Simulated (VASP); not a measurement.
Here is a VASP 6.6.1 calculation.

File INCAR:

```
SYSTEM = Ti3Au4
ALGO = Normal
EDIFF = 1E-6
ENCUT = 500
GGA = PE
GGA_COMPAT = .False.
ISIF = 2
ISMEAR = 0
ISPIN = 2
LASPH = .True.
LCHARG = .False.
LMAXMIX = 4
LORBIT = 11
LREAL = .False.
LWAVE = .False.
MAGMOM = 1 1 1 0 0 0 0
NBANDS = 53
NELM = 200
PREC = Accurate
SIGMA = 0.1
```

The input KPOINTS:

```
k-points
0
Gamma
  4 4 4
  0 0 0
```

The input POSCAR:

```
Ti3Au4
1.0
    5.3120226426      0.0000000000      0.0000000000
    0.0000000000      5.3120226426      0.0000000000
    0.0000000000      0.0000000000      5.3120226426
Ti Au
3 4
Direct
    0.5000000000      0.0000000000      0.0000000000
    0.0000000000      0.5000000000      0.0000000000
    0.0000000000      0.0000000000      0.5000000000
    0.0000000000      0.5000000000      0.5000000000
    0.5000000000      0.0000000000      0.5000000000
    0.5000000000      0.5000000000      0.0000000000
    0.0000000000      0.0000000000      0.0000000000
```

Potentials or basis: VASP PAW PBE potentials, release 64 (Ti_sv, Au).

The run is started by

```console
$ cat potpaw_PBE.64/Ti_sv/POTCAR potpaw_PBE.64/Au/POTCAR > POTCAR
$ mpirun -np 1 vasp_std > vasp.out
```

(1) Predict the band gap on the k mesh.

(2) What does it give for the net moment?

(3) Predict the pressure.

Answers

(1) zero (filled and empty bands overlap).

(2) 0.00 μB per cell.

(3) -0.1 GPa.

Caveat: spin-orbit coupling is left out, which moves the levels of the heavy elements.
